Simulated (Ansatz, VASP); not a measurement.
## Two plane-wave programs on Te

The input INCAR:

```
SYSTEM = Te
PREC     = Accurate       ! precision mode
ENCUT    = 520            ! plane-wave cutoff, eV
EDIFF    = 1E-7           ! SCF threshold, eV
ISMEAR   = -1             ! smearing method
SIGMA    = 0.15           ! smearing width, eV
LREAL    = .FALSE.        ! projectors in reciprocal space
LASPH    = .TRUE.         ! aspherical terms in the spheres
NELM     = 80             ! most SCF steps
ALGO     = Normal         ! electronic algorithm
ISIF     = 2              ! what is computed and relaxed
LWAVE    = .FALSE.        ! write WAVECAR
LCHARG   = .FALSE.        ! write CHGCAR
NBANDS   = 9              ! bands
```

KPOINTS

```
Automatic mesh
0
G
  7 7 7
  0 0 0
```

Contents of POSCAR:

```
Te
1.0
    2.3059040000      1.3313140000      1.6909540000
   -2.3059040000      1.3313140000      1.6909540000
    0.0000000000     -2.6626290000      1.6909540000
Te
1
Direct
    0.5000000000      0.5000000000      0.5000000000
```

Input for Ansatz:

```yaml
crystal:
  lattice:
    - [2.305904, 1.331314, 1.690954]
    - [-2.305904, 1.331314, 1.690954]
    - [0.0, -2.662629, 1.690954]
  atoms:
    - { symbol: Te, position: [0.5, 0.5, 0.5] }
basis:
  ecutwfc: 470.0
kpoints:
  mp_grid:
    grid: [7, 7, 7]
hamiltonian:
  xc: lda
scf:
  occupations:
    method: fermi_dirac
    width: 0.15
output:
  stress: true
```

Alike in both runs: task single point; functional LDA; k mesh 7 × 7 × 7; occupations fermi-dirac, width 0.15 eV; no spin polarisation.

|  | VASP | Ansatz |
| --- | --- | --- |
| version | VASP 6.6.1 | Ansatz 0.2.0 |
| potentials or method | VASP PAW LDA potentials, release 64 (Te), cutoff 520 eV | plane waves, PAW |
| valence electrons in the cell | 6 | 16 |

VASP gave:

| Property | Result |
| --- | --- |
| pressure (GPa) | -1.2 |
| traceless stress, the component that is largest in VASP (GPa) | 0.22 |

Question: Which values does Ansatz return?

Answer: Pressure (GPa): -1.3; traceless stress, the component that is largest in VASP (GPa): 0.25.

LDA's correlation is that of Perdew and Zunger in VASP and of Perdew and Wang (1992) in Ansatz. VASP's potentials hold 6 valence electrons a cell and Ansatz's 16, so a difference there can come from the potentials and not from the codes.

Spin-orbit coupling is off throughout.
